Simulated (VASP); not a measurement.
**NaB: single point with PBEsol**

The system is NaB.

```
Na B
1.0
     0.00000    2.68387    2.68387
     2.68387    0.00000    2.68387
     2.68387    2.68387    0.00000
Na B
1 1
Cartesian
  0.0000 0.0000 0.0000
  2.6839 2.6839 2.6839
```

```yaml
Program: VASP 6.6.1
Task: single point
Functional: PBEsol
Potentials_or_basis: VASP PAW PBE potentials, release 64 (Na_pv, B)
Cutoff: 500 eV
k_mesh: 7 × 7 × 7
Occupations: fermi-dirac, width 0.1 eV
Spin: no spin polarisation
```

* Pressure: -0.9 GPa
* Band gap on the k mesh: zero (bands 5 and 6 overlap by 2.96 eV)

Levels at points of the mesh, in eV from the Fermi level:
```tsv
k point	band 2	band 3	band 4	band 5	band 6	band 7	band 8	band 9
(0.00, 0.00, 0.00)	-22.91	-22.91	-7.19	2.38	2.38	2.38	7.39	10.11
```

Run time: 6.9 s on 1 thread of AMD EPYC 7R43 64-Core Processor (Zen 3) (shared host), peak memory 0.12 GiB.

Caveat: the PAW data sets were made with another functional, which shifts forces and pressure a little.
